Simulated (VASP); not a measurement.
# Al (P6_3/mmc) in VASP: single point with r2SCAN0

Aim: the single point of Al with r2SCAN0.

All numbers are computed with VASP 6.6.1; they aren't measurements. Logs are shortened: lines on timing, memory, paths and dates and some standing lists are left out, and cuts for length are marked.

### 1 The cell of the first run

It takes space group P6_3/mmc (No. 194, hexagonal). Conventional cell: a = 2.812 Å, b = 2.812 Å, c = 4.867 Å, α = 90.00°, β = 90.00°, γ = 120.00°. Within 3.7 Å of Al (site symmetry -6m2) lie 12 Al at 2.81 to 2.93 Å.

This isn't the form of Al at room conditions, which is fcc.

### 2 Single point, r2SCAN0

File POSCAR:

```
Al
1.0
    2.8124553515      0.0000000000      0.0000000000
   -1.4062276757      2.4356577814      0.0000000000
    0.0000000000      0.0000000000      4.8668500000
Al
2
Direct
    0.3333333333      0.6666666667      0.2500000000
    0.6666666667      0.3333333333      0.7500000000
```

File INCAR.step1:

```
SYSTEM = Al
PREC = Accurate
ENCUT = 520
EDIFF = 1E-5
ISMEAR = -1
SIGMA = 0.05
LREAL = .FALSE.
LASPH = .TRUE.
NELM = 60
ALGO = Normal
ISIF = 2
LWAVE = .TRUE.
LCHARG = .FALSE.
GGA = PE
NBANDS = 10
```

File INCAR.step2:

```
SYSTEM = Al
PREC = Accurate
ENCUT = 520
EDIFF = 1E-6
ISMEAR = -1
SIGMA = 0.05
LREAL = .FALSE.
LASPH = .TRUE.
NELM = 60
ALGO = Normal
ISIF = 2
LWAVE = .FALSE.
LCHARG = .FALSE.
METAGGA = R2SCAN
LHFCALC = .TRUE.
AEXX = 0.25
LMIXTAU = .TRUE.
PRECFOCK = Normal
ISTART = 1
NBANDS = 10
```

File KPOINTS:

```
Automatic mesh
0
G
  6 6 3
  0 0 0
```

Potentials or basis: VASP PAW PBE potentials, release 64 (Al).

Run with:

```
cat potpaw_PBE.64/Al/POTCAR > POTCAR
cp INCAR.step1 INCAR
mpirun -np 1 vasp_std > vasp.out
cp INCAR.step2 INCAR
mpirun -np 1 vasp_std > vasp.out
```

OUTCAR:

```text
SYSTEM = Al
   PREC = Accurate
   ENCUT = 520
   EDIFF = 1E-6
   ISMEAR = -1
   LREAL = .FALSE.
   LASPH = .TRUE.
   NELM = 60
   ISIF = 2
   METAGGA = R2SCAN
   LHFCALC = .TRUE.
   AEXX = 0.25
   PRECFOCK = Normal
   ISTART = 1

 ion  position               nearest neighbor table
   1  0.333  0.667  0.250-   2 2.93   2 2.93   2 2.93   2 2.93   2 2.93   2 2.93
   2  0.667  0.333  0.750-   1 2.93   1 2.93   1 2.93   1 2.93   1 2.93   1 2.93

  LATTYP: Found a hexagonal cell.
 ALAT       =     2.8124553515
 C/A-ratio  =     1.7304630267

  Lattice vectors:

 A1 = (   2.8124553515,   0.0000000000,   0.0000000000)
 A2 = (  -1.4062276757,   2.4356577814,   0.0000000000)
 A3 = (   0.0000000000,   0.0000000000,   4.8668500000)

Analysis of symmetry for initial positions (statically):
=====================================================================
 Subroutine PRICEL returns:
 Original cell was already a primitive cell.

 Routine SETGRP: Setting up the symmetry group for a
 hexagonal supercell.

 Subroutine GETGRP returns: Found 24 space group operations
 (whereof 12 operations were pure point group operations)
 out of a pool of 24 trial point group operations.

The static configuration has the point symmetry D_3d.
 The point group associated with its full space group is D_6h.

Analysis of symmetry for dynamics (positions and initial velocities):
=====================================================================
 Subroutine PRICEL returns:
 Original cell was already a primitive cell.

 Routine SETGRP: Setting up the symmetry group for a
 hexagonal supercell.

 Subroutine GETGRP returns: Found 24 space group operations
 (whereof 12 operations were pure point group operations)
 out of a pool of 24 trial point group operations.

The dynamic configuration has the point symmetry D_3d.
 The point group associated with its full space group is D_6h.

 Subroutine INISYM returns: Found 24 space group operations
 (whereof 12 operations are pure point group operations),
 and found     1 'primitive' translations

----------------------------------------------------------------------------------------

                                     Primitive cell

  volume of cell :      33.3388
[... 87 lines left out ...]
   TEBEG  =    0.0;   TEEND  =   0.0 temperature during run
   PSTRESS=    0.0 pullay stress
   NELECT =       6.0000    total number of electrons
   NUPDOWN=      -1.0000    fix difference up-down
   EMIN   =  10.00;   EMAX   =-10.00  energy-range for DOS
   EFERMI =   0.00;   METHOD = LEGACY
   ISMEAR =    -1;   SIGMA  =   0.05  broadening in eV -4-tet -1-fermi 0-gaus
   EFERMI_NEDOS =   21; number of points for ismear=-14 and -15
   IALGO  =     38    algorithm
   IMIX   =      1    mixing-type and parameters
     AMIX     =   0.40;   BMIX     =  1.00
     AMIX_MAG =   1.60;   BMIX_MAG =  1.00
  volume/ion in A,a.u.               =      16.67       112.49
  Fermi-wavevector in a.u.,A,eV,Ry     =   0.924291  1.746656 11.623640  0.854313
  Thomas-Fermi vector in A             =   2.050021
   LORBIT       =      0    0 simple, 1 ext, 2 COOP (PROOUT), +10 PAW based schemes
   METAGGA = R2SCAN    functional components
   LHFCALC =     T    Hartree Fock is set to
   PRECFOCK=normal    Normal, Fast or Accurate (Low or Medium for compatibility)
   ENCUT4O =  -1.0   cutoff for four orbital integrals eV
   NKREDX  =     1    reduce k-point grid by
   NKREDY  =     1    reduce k-point grid by
   NKREDZ  =     1    reduce k-point grid by
   AEXX    =    0.2500 exact exchange contribution
   HFSCREEN=    0.0000 screening length (either q_TF or 0.3 A-1)
   HFSCREENC=   0.0000 screening length for correlation (either q_TF or 0.3 A-1)
   ENCUTFOCK=  -1.0 apply spherical cutoff to Coloumb kernel
   IVDW    =     0    specifies the selected vdW correction
   LEPSILON=     F    determine dielectric tensor
   LRPA    =     F    only Hartree local field effects (RPA)
 non-spin polarized calculation
  energy-cutoff  :      520.00
  volume of cell :       33.34
 maximum number of plane-waves:       908
 NGX is ok and might be reduce to    24
  NGX = 16; NGY = 16; NGZ = 28

 number of electron       6.0000000 magnetization

 Free energy of the ion-electron system (eV)
  ---------------------------------------------------
  ext. energy  EPLUGINS =         0.00000000
  ---------------------------------------------------
  free energy    TOTEN  =       -13.13439594 eV

  energy without entropy =      -13.12498465  energy(sigma->0) =      -13.12969029

 E-fermi :   8.3344     XC(G=0):  -8.4081

 val. band max:        7.6292325905   @ k =   0.3333   0.3333   0.3333
 cond. band min:       8.4413557479   @ k =   0.3333   0.1667   0.3333
 fundamental gap:      0.8121231574
 Fermi energy:         8.3343639999

 k-point     1 :       0.0000    0.0000    0.0000
  band No.  band energies     occupation
      1      -5.5970      2.00000
      2       1.6446      2.00000
      3       1.7142      2.00000
      4      20.8603      0.00000
      5      21.1984      0.00000
      6      21.1984      0.00000
      7      21.3570      0.00000
      8      21.3570      0.00000
      9      22.2476      0.00000
     10      24.6768      0.00000
[... 157 lines left out ...]
 k-point    14 :       0.3333    0.3333    0.3333
  band No.  band energies     occupation
      1       4.5771      2.00000
      2       4.5771      2.00000
      3       4.7367      2.00000
      4       7.0792      2.00000
      5       7.6292      2.00000
      6       7.6292      2.00000
      7      16.8658      0.00000
      8      16.8658      0.00000
      9      16.9660      0.00000
     10      23.1563      0.00000

------------------------ aborting loop because EDIFF is reached ----------------------------------------

  FORCE on cell =-STRESS in cart. coord.  units (eV):
  Direction    XX          YY          ZZ          XY          YZ          ZX
  --------------------------------------------------------------------------------------
  -------------------------------------------------------------------------------------
  Total        0.5850280      0.5850280     -1.6413921      0.0000000     -0.0000000      0.0000000
  in kB       28.1149550     28.1149550    -78.8811193      0.0000000     -0.0000000      0.0000000
  external PRESSURE =      -7.5504031 kB  Pullay stress =       0.0000000 kB

 VOLUME and BASIS-vectors are now :
 -----------------------------------------------------------------------------
  energy-cutoff  :      520.00
  volume of cell :       33.34
      direct lattice vectors                 reciprocal lattice vectors
     2.812455352  0.000000000  0.000000000     0.355561200  0.205283355  0.000000000
    -1.406227676  2.435657781  0.000000000     0.000000000  0.410566709  0.000000000
     0.000000000  0.000000000  4.866850000     0.000000000  0.000000000  0.205471712

 POSITION                                       TOTAL-FORCE (eV/Angst)
 -----------------------------------------------------------------------------------
     -0.00000      1.62377      1.21671        -0.000000     -0.000000      0.000000
      1.40623      0.81189      3.65014         0.000000      0.000000     -0.000000
 -----------------------------------------------------------------------------------
    total drift:                               -0.000000     -0.000000      0.000000

  FREE ENERGIE OF THE ION-ELECTRON SYSTEM (eV)
  ---------------------------------------------------
  free  energy   TOTEN  =       -13.1343959396 eV

  energy  without entropy=      -13.1249846487  energy(sigma->0) =      -13.12969029
```

OUTCAR.step1:

```text
SYSTEM = Al
   PREC = Accurate
   ENCUT = 520
   EDIFF = 1E-5
   ISMEAR = -1
   LREAL = .FALSE.
[... 394 lines left out ...]
     -0.00000      1.62377      1.21671         0.000000      0.000000      0.000000
      1.40623      0.81189      3.65014        -0.000000     -0.000000      0.000000
 -----------------------------------------------------------------------------------
    total drift:                                0.000000     -0.000000      0.000000

  FREE ENERGIE OF THE ION-ELECTRON SYSTEM (eV)
  ---------------------------------------------------
  free  energy   TOTEN  =        -7.2973194714 eV

  energy  without entropy=       -7.2856139849  energy(sigma->0) =       -7.29146673
```

OSZICAR.step1:

```text
N       E                     dE             d eps       ncg     rms          rms(c)
DAV:   1    -0.953635045645E-01   -0.95364E-01   -0.22886E+03   280   0.471E+02
DAV:   2    -0.717580329459E+01   -0.70804E+01   -0.69586E+01   390   0.541E+01
DAV:   3    -0.734034106452E+01   -0.16454E+00   -0.16386E+00   372   0.647E+00
DAV:   4    -0.734081014864E+01   -0.46908E-03   -0.46907E-03   356   0.421E-01
DAV:   5    -0.734081397346E+01   -0.38248E-05   -0.38244E-05   352   0.354E-02    0.175E+00
DAV:   6    -0.731539826018E+01    0.25416E-01   -0.29989E-03   320   0.297E-01    0.101E+00
DAV:   7    -0.729740623795E+01    0.17992E-01   -0.83561E-03   298   0.464E-01    0.164E-01
DAV:   8    -0.729732204929E+01    0.84189E-04   -0.86566E-05   426   0.541E-02    0.135E-02
DAV:   9    -0.729731947142E+01    0.25779E-05   -0.10942E-06   184   0.543E-03
   1 F= -.72973195E+01 E0= -.72914667E+01  d E =-.117055E-01
```

It took 3.1 min on 1 thread of Intel Xeon Platinum 8259CL at 2.50GHz (Skylake/Cascade Lake), shared host; peak memory 0.16 GiB.

What came out:

```yaml
Free_energy: -13.1344 eV
Pressure: -0.8 GPa
Band_gap_on_the_k_mesh: zero (bands 3 and 4 overlap by 4.99 eV)
```

Caveat: the k points lie up to 0.43 Å⁻¹ apart, too coarse for converged energies and pressures of a metal; the PAW data sets were made with another functional, which shifts forces and pressure a little.
